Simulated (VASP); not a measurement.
# PtSe2 in VASP: single point with PBE+D3(BJ)

Aim: the single point of PtSe2 with PBE+D3(BJ).

Everything below comes from runs of VASP 6.6.1. Logs are shortened: lines on timing, memory, paths and dates and some standing lists are left out, and cuts for length are marked.

## Step 1: The cell of the first run

The cell holds a slab with vacuum, 6 atoms: a = 3.707 Å, b = 3.707 Å, c = 43.198 Å, α = 90.00°, β = 90.00°, γ = 120.00°.

## Step 2: Single point, PBE+D3(BJ)

INCAR

```
SYSTEM = PtSe2
PREC = Accurate
ENCUT = 520
EDIFF = 1E-6
ISMEAR = 0
SIGMA = 0.02
LREAL = .FALSE.
LASPH = .TRUE.
NELM = 100
ALGO = Normal
ISIF = 2
LWAVE = .FALSE.
LCHARG = .FALSE.
LDIPOL = .TRUE.
IDIPOL = 3
DIPOL = 0.5 0.5 0.500
GGA = PE
IVDW = 12
NBANDS = 31
```

KPOINTS

```
Automatic mesh
0
G
  12 12 1
  0 0 0
```

POSCAR

```
PtSe2
1.0
    3.7068661496      0.0000000000      0.0000000000
   -1.8534330748      3.2102402540      0.0000000000
    0.0000000000      0.0000000000     43.1977133350
Se Pt
4 2
Direct
    0.6666666666      0.3333333333      0.4063479264
    0.3327502939      0.6655005878      0.4675988196
    0.8333333333      0.6666666667      0.5324016385
    0.1672514399      0.3345028798      0.5936518536
   -0.0007738246     -0.0015476493      0.4371097134
    0.4998050102     -0.0003899795      0.5628900485
```

Potentials or basis: VASP PAW PBE potentials, release 64 (Se, Pt).

The run is started by

```bash
cat potpaw_PBE.64/Se/POTCAR potpaw_PBE.64/Pt/POTCAR > POTCAR
mpirun -np 1 vasp_std > vasp.out
```

OUTCAR:

```text
SYSTEM = PtSe2
   PREC = Accurate
   ENCUT = 520
   EDIFF = 1E-6
   ISMEAR = 0
   LREAL = .FALSE.
   LASPH = .TRUE.
   NELM = 100
   ISIF = 2
   GGA = PE
   IVDW = 12
 IVDW          = 12

 ion  position               nearest neighbor table
   1  0.667  0.333  0.406-   5 2.51   5 2.52   5 2.52
   2  0.333  0.666  0.468-   5 2.51   5 2.51   5 2.51
   3  0.833  0.667  0.532-   6 2.51   6 2.51   6 2.51
   4  0.167  0.335  0.594-   6 2.51   6 2.52   6 2.52
   5  0.999  0.998  0.437-   2 2.51   2 2.51   2 2.51   1 2.51   1 2.52   1 2.52
   6  0.500  1.000  0.563-   3 2.51   3 2.51   3 2.51   4 2.51   4 2.52   4 2.52

  LATTYP: Found a hexagonal cell.
 ALAT       =     3.7068661496
 C/A-ratio  =    11.6534321963

  Lattice vectors:

 A1 = (   3.7068661496,   0.0000000000,   0.0000000000)
 A2 = (  -1.8534330748,   3.2102402540,   0.0000000000)
 A3 = (   0.0000000000,   0.0000000000,  43.1977133350)

Analysis of symmetry for initial positions (statically):
=====================================================================
 Subroutine PRICEL returns:
 Original cell was already a primitive cell.

 Routine SETGRP: Setting up the symmetry group for a
 hexagonal supercell.

 Subroutine GETGRP returns: Found  2 space group operations
 (whereof  2 operations were pure point group operations)
 out of a pool of 24 trial point group operations.

The static configuration has the point symmetry C_1h.

Analysis of symmetry for dynamics (positions and initial velocities):
=====================================================================
 Subroutine PRICEL returns:
 Original cell was already a primitive cell.

 Routine SETGRP: Setting up the symmetry group for a
 hexagonal supercell.

 Subroutine GETGRP returns: Found  2 space group operations
 (whereof  2 operations were pure point group operations)
 out of a pool of 24 trial point group operations.

The dynamic configuration has the point symmetry C_1h.

 Subroutine INISYM returns: Found  2 space group operations
 (whereof  2 operations are pure point group operations),
 and found     1 'primitive' translations

----------------------------------------------------------------------------------------

                                     Primitive cell

  volume of cell :     514.0498

  direct lattice vectors                    reciprocal lattice vectors
     3.706866150  0.000000000  0.000000000     0.269769654  0.155751583  0.000000000
    -1.853433075  3.210240254  0.000000000     0.000000000  0.311503165  0.000000000
     0.000000000  0.000000000 43.197713335     0.000000000  0.000000000  0.023149373

  length of vectors
     3.706866150  3.706866150 43.197713335     0.311503165  0.311503165  0.023149373

  position of ions in fractional coordinates (direct lattice)
     0.666666667  0.333333333  0.406347926
     0.332750294  0.665500588  0.467598820
     0.833333333  0.666666667  0.532401638
     0.167251440  0.334502880  0.593651854
     0.999226175  0.998452351  0.437109713
     0.499805010  0.999610021  0.562890049

  ion indices of the primitive-cell ions
   primitive index   ion index
                 1           1
                 2           2
                 3           3
                 4           4
                 5           5
                 6           6

----------------------------------------------------------------------------------------

 KPOINTS: Automatic mesh

Automatic generation of k-mesh.
 Grid dimensions read from file:
 generate k-points for:   12   12    1

 Generating k-lattice:

  Cartesian coordinates                     Fractional coordinates (reciprocal lattice)
     0.022480805  0.012979299  0.000000000     0.083333333  0.000000000  0.000000000
     0.000000000  0.025958597  0.000000000     0.000000000  0.083333333  0.000000000
     0.000000000  0.000000000  0.023149373     0.000000000  0.000000000  1.000000000

  Length of vectors
     0.025958597  0.025958597  0.023149373

  Shift w.r.t. Gamma in fractional coordinates (k-lattice)
     0.000000000  0.000000000  0.000000000

 Subroutine IBZKPT returns following result:
 ===========================================

 Found     43 irreducible k-points:

 Following reciprocal coordinates:
            Coordinates               Weight
  0.000000  0.000000  0.000000      1.000000
  0.083333  0.000000  0.000000      4.000000
  0.000000  0.083333  0.000000      2.000000
  0.166667  0.000000  0.000000      4.000000
  0.000000  0.166667  0.000000      2.000000
  0.250000  0.000000  0.000000      4.000000
[... 16 lines left out ...]
 -0.083333  0.416667  0.000000      4.000000
 -0.416667  0.333333  0.000000      4.000000
 [... further k-points ...]
   k-points           NKPTS =     43   k-points in BZ     NKDIM =     43   number of bands    NBANDS=     31
   number of dos      NEDOS =    301   number of ions     NIONS =      6
   total plane-waves  NPLWV = 254016
   dimension x,y,z NGX =    28 NGY =   28 NGZ =  324
   dimension x,y,z NGXF=    56 NGYF=   56 NGZF=  648
   ions per type =               4   2
   NGX,Y,Z   is equivalent  to a cutoff of  12.56, 12.56, 12.47 a.u.
   NGXF,Y,Z  is equivalent  to a cutoff of  25.11, 25.11, 24.94 a.u.
 SYSTEM =  PtSe2
   PREC   = accura    normal or accurate (medium, high low for compatibility)
   ISTART =      0    job   : 0-new  1-cont  2-samecut
   ICHARG =      2    charge: 1-file 2-atom 10-const
   ISPIN  =      1    spin polarized calculation?
   LNONCOLLINEAR =      F non collinear calculations
   LSORBIT =      F    spin-orbit coupling
   LASPH  =      T    aspherical Exc in radial PAW
   ENCUT  =  520.0 eV  38.22 Ry    6.18 a.u.   6.89  6.89 80.32*2*pi/ulx,y,z
   NELM   =    100;   NELMIN=  2; NELMDL= -5     # of ELM steps
   EDIFF  = 0.1E-05   stopping-criterion for ELM
   LREAL  =      F    real-space projection
   EDIFFG = 0.1E-04   stopping-criterion for IOM
   NSW    =      0    number of steps for IOM
   IBRION =     -1    ionic relax: 0-MD 1-quasi-New 2-CG
   NFREE  =      0    steps in history (QN), initial steepest desc. (CG)
   ISIF   =      2    stress and relaxation
   ISYM   =      2    0-nonsym 1-usesym 2-fastsym
   POTIM  = 0.5000    time-step for ionic-motion
   TEBEG  =    0.0;   TEEND  =   0.0 temperature during run
   PSTRESS=    0.0 pullay stress
   NELECT =      44.0000    total number of electrons
   NUPDOWN=      -1.0000    fix difference up-down
   EMIN   =  10.00;   EMAX   =-10.00  energy-range for DOS
   EFERMI =   0.00;   METHOD = LEGACY
   ISMEAR =     0;   SIGMA  =   0.02  broadening in eV -4-tet -1-fermi 0-gaus
   EFERMI_NEDOS =   21; number of points for ismear=-14 and -15
   IALGO  =     38    algorithm
   IMIX   =      4    mixing-type and parameters
     AMIX     =   0.40;   BMIX     =  1.00
     AMIX_MAG =   1.60;   BMIX_MAG =  1.00
  volume/ion in A,a.u.               =      85.67       578.16
  Fermi-wavevector in a.u.,A,eV,Ry     =   0.721479  1.363399  7.082277  0.520533
  Thomas-Fermi vector in A             =   1.811198
   LORBIT       =      0    0 simple, 1 ext, 2 COOP (PROOUT), +10 PAW based schemes
   GGA     = PE    functional components
   LHFCALC =     F    Hartree Fock is set to
   AEXX    =    0.0000 exact exchange contribution
   IVDW    =    12    specifies the selected vdW correction
   LEPSILON=     F    determine dielectric tensor
   LRPA    =     F    only Hartree local field effects (RPA)
 non-spin polarized calculation
 Gauss-broadening in eV      SIGMA  =   0.02
  energy-cutoff  :      520.00
  volume of cell :      514.05
 maximum number of plane-waves:     13902
   NGX = 13   NGY = 13   NGZ =161

 dipolmoment           0.000000      0.000000     -0.000031 electrons x Angstroem

 number of electron      43.9999999 magnetization

 dipolmoment           0.000000      0.000000      0.000031 electrons x Angstroem

 Free energy of the ion-electron system (eV)
  ---------------------------------------------------
  ext. energy  EPLUGINS =         0.00000000
  ---------------------------------------------------
  free energy    TOTEN  =       -28.50349217 eV

  energy without entropy =      -28.50349217  energy(sigma->0) =      -28.50349217

 E-fermi :  -2.2050     XC(G=0):  -2.8830

 val. band max:       -2.3600616432   @ k =   0.0833   0.0833   0.0000
 cond. band min:      -1.9276114028   @ k =   0.0000   0.2500   0.0000
 fundamental gap:      0.4324502405
 Fermi energy:        -2.2049969287

 k-point     1 :       0.0000    0.0000    0.0000
  band No.  band energies     occupation
      1     -17.2516      2.00000
      2     -17.0351      2.00000
      3     -15.5377      2.00000
      4     -15.1854      2.00000
      5      -8.6246      2.00000
      6      -8.1678      2.00000
[... 23 lines left out ...]
     30       2.5193      0.00000
     31       2.5904      0.00000

 k-point     2 :       0.0833    0.0000    0.0000
  band No.  band energies     occupation
      1     -17.1762      2.00000
      2     -16.9607      2.00000
      3     -15.5321      2.00000
      4     -15.1963      2.00000
      5      -8.5710      2.00000
      6      -8.1801      2.00000
[... 23 lines left out ...]
     30       2.7794      0.00000
     31       2.8927      0.00000

 k-point     3 :       0.0000    0.0833    0.0000
  band No.  band energies     occupation
      1     -17.1777      2.00000
      2     -16.9596      2.00000
      3     -15.5347      2.00000
      4     -15.1936      2.00000
      5      -8.5695      2.00000
      6      -8.1744      2.00000
[... 23 lines left out ...]
     30       2.7101      0.00000
     31       2.8896      0.00000

 k-point     4 :       0.1667    0.0000    0.0000
  band No.  band energies     occupation
      1     -16.9587      2.00000
      2     -16.7475      2.00000
      3     -15.5171      2.00000
      4     -15.2281      2.00000
      5      -8.4856      2.00000
      6      -8.1726      2.00000
[... 23 lines left out ...]
     30       3.1261      0.00000
     31       3.2069      0.00000

 k-point     5 :       0.0000    0.1667    0.0000
  band No.  band energies     occupation
      1     -16.9657      2.00000
      2     -16.7428      2.00000
      3     -15.5274      2.00000
      4     -15.2169      2.00000
      5      -8.4748      2.00000
      6      -8.1505      2.00000
[... 23 lines left out ...]
     30       3.0284      0.00000
     31       3.1864      0.00000
[... 542 lines left out ...]
     30       3.4136      0.00000
     31       3.9473      0.00000

 k-point    22 :       0.3333    0.0833    0.0000
  band No.  band energies     occupation
      1     -16.0325      2.00000
      2     -15.8651      2.00000
      3     -15.4719      2.00000
      4     -15.3678      2.00000
      5      -8.7480      2.00000
      6      -8.7066      2.00000
[... 23 lines left out ...]
     30       3.9778      0.00000
     31       4.2796      0.00000

 k-point    23 :      -0.0833    0.4167    0.0000
  band No.  band energies     occupation
      1     -16.0894      2.00000
      2     -15.8329      2.00000
      3     -15.4996      2.00000
      4     -15.3169      2.00000
      5      -8.7994      2.00000
      6      -8.6023      2.00000
[... 23 lines left out ...]
     30       3.9646      0.00000
     31       4.3168      0.00000

 k-point    24 :      -0.4167    0.3333    0.0000
  band No.  band energies     occupation
      1     -16.0115      2.00000
      2     -15.8791      2.00000
      3     -15.4602      2.00000
      4     -15.3860      2.00000
      5      -8.7682      2.00000
      6      -8.6994      2.00000
[... 23 lines left out ...]
     30       3.9310      0.00000
     31       4.2743      0.00000

 [... further k-points ...]

------------------------ aborting loop because EDIFF is reached ----------------------------------------

 vacuum level on the upper side and lower side of the slab       (xc-potential included)        -0.123        -0.124

 Edisp (eV)   -2.21163

 E8    (eV) :    -0.9825

  FORCE on cell =-STRESS in cart. coord.  units (eV):
  Direction    XX          YY          ZZ          XY          YZ          ZX
  --------------------------------------------------------------------------------------
  -------------------------------------------------------------------------------------
  Total       0.67291     0.04775    -0.03726     0.00000     0.00166     0.00000
  in kB       2.09730     0.14884    -0.11613     0.00000     0.00518     0.00000
  external pressure =        0.71 kB  Pullay stress =        0.00 kB

 VOLUME and BASIS-vectors are now :
 -----------------------------------------------------------------------------
  energy-cutoff  :      520.00
  volume of cell :      514.05
      direct lattice vectors                 reciprocal lattice vectors
     3.706866150  0.000000000  0.000000000     0.269769654  0.155751583  0.000000000
    -1.853433075  3.210240254  0.000000000     0.000000000  0.311503165  0.000000000
     0.000000000  0.000000000 43.197713335     0.000000000  0.000000000  0.023149373

 POSITION                                       TOTAL-FORCE (eV/Angst)
 -----------------------------------------------------------------------------------
      1.85343      1.07008     17.55330         0.000000      0.001056     -0.000132
      0.00000      2.13642     20.19920        -0.000000      0.000803     -0.007912
      1.85343      2.14016     22.99853         0.000000      0.001574      0.007959
      0.00000      1.07383     25.64440        -0.000000      0.001123      0.000207
      1.85343      3.20527     18.88214         0.000000     -0.002339      0.006524
     -0.00000      3.20899     24.31556         0.000000     -0.002216     -0.006645
 -----------------------------------------------------------------------------------
    total drift:                                0.000000     -0.000288     -0.000021

  FREE ENERGIE OF THE ION-ELECTRON SYSTEM (eV)
  ---------------------------------------------------
  free  energy   TOTEN  =       -30.7151225508 eV

  energy  without entropy=      -30.7151225508  energy(sigma->0) =      -30.71512255

 vacuum level on the upper side and lower side of the slab         2.531         2.530
```

Run time: 13 min. Hardware: 1 thread of Intel Xeon 6975P-C (Granite Rapids), shared host; peak memory 0.92 GiB.

What came out:

- Free energy: -30.7151 eV
- Largest force: 0.008 eV/Å
- Band gap on the k mesh: 0.43 eV (least direct gap 0.82 eV)
- Dispersion energy per atom: -0.369 eV

Forces on the atoms (eV/Å):
```
Se   0.000  0.001  0.000
Se   0.000  0.001 -0.008
Se   0.000  0.002  0.008
Se   0.000  0.001  0.000
Pt   0.000 -0.002  0.007
Pt   0.000 -0.002 -0.007
```

Levels at points of the mesh, in eV from the valence-band top:
```
           k point  band 18  band 19  band 20  band 21  band 22  band 23  band 24  band 25  band 26  band 27
(0.00, 0.00, 0.00)    -0.90    -0.78    -0.67    -0.57    -0.37     2.03     2.19     2.33     2.46     3.96
(0.50, 0.00, 0.00)    -2.67    -2.52    -2.52    -2.12    -2.12     1.65     1.65     2.02     2.02     4.07
(0.00, 0.50, 0.00)    -2.65    -2.62    -2.49    -2.40    -1.70     1.44     1.71     2.03     2.23     3.57
```

Caveat: spin-orbit coupling is left out, which moves the levels of the heavy elements.
